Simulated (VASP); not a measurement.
Write the native input for VASP 6.6.1 that does the following.

```yaml
Task: single point
Functional: r2SCAN
Potentials_or_basis: VASP PAW PBE potentials, release 64 (Si)
Cutoff: 520 eV
k_mesh: 12 × 12 × 6
Occupations: gaussian, width 0.05 eV
Spin: no spin polarisation
Dipole_correction: no
Further_INCAR_settings: ALGO = Normal; EDIFF = 1e-07; NBANDS = 16
```

Si:

```
CELL_PARAMETERS angstrom
3.83132 0.00000 0.00000
-1.91566 2.82032 0.00000
0.00000 0.00000 6.33262
ATOMIC_POSITIONS crystal
Si 0.33333 0.66667 0.06301
Si 0.66667 0.33333 0.56301
Si 0.33333 0.66667 0.43699
Si 0.66667 0.33333 0.93699
```

This cell differs from its parent crystal: strain -0.1500 x Voigt [0, 1, 0, 0, 0, 0].

One way to write it, as run:

POSCAR

```
Si
1.0
    3.8313174605      0.0000000000      0.0000000000
   -1.9156587303      2.8203155131      0.0000000000
    0.0000000000      0.0000000000      6.3326220002
Si
4
Direct
    0.3333333333      0.6666666667      0.0630095000
    0.6666666667      0.3333333333      0.5630095000
    0.3333333333      0.6666666667      0.4369905000
    0.6666666667      0.3333333333      0.9369905000
```

INCAR.step1

```
PREC = Accurate
ENCUT = 520
ISMEAR = 0
SIGMA = 0.05
LREAL = F
LASPH = T
NELM = 60
NBANDS = 16
GGA = PE
ALGO = Normal
EDIFF = 1E-4
LWAVE = T
LCHARG = F
```

INCAR.step2

```
PREC = Accurate
ENCUT = 520
EDIFF = 1E-7
ISMEAR = 0
SIGMA = 0.05
LREAL = F
LASPH = T
NELM = 60
ALGO = Normal
ISIF = 2
LWAVE = F
LCHARG = F
METAGGA = R2SCAN
LMIXTAU = T
NBANDS = 16
ISTART = 1
```

KPOINTS

```
Automatic mesh
0
Gamma
  12 12 6
```

Potentials or basis: VASP PAW PBE potentials, release 64 (Si).

Run with:

```bash
$ cat potpaw_PBE.64/Si/POTCAR > POTCAR
$ cp INCAR.step1 INCAR
$ mpirun -np 1 vasp_std > vasp.out
$ cp INCAR.step2 INCAR
$ mpirun -np 1 vasp_std > vasp.out
```

It gave:

| Quantity | Value |
| --- | --- |
| Pressure | 25.0 GPa |
| Largest force | 3.813 eV/Å |
| Band gap on the k mesh | zero (bands 8 and 9 overlap by 1.03 eV) |

Caveat: the cell differs from its parent crystal (strain -0.1500 x Voigt [0, 1, 0, 0, 0, 0]); the stress differs along the axes, from 6 to 58 GPa; the PAW data sets were made with another functional, which shifts forces and pressure a little.

It took 8.6 min on 1 thread of Intel(R) Xeon(R) 6975P-C (Granite Rapids), with other jobs on the host, peak memory 0.28 GiB.
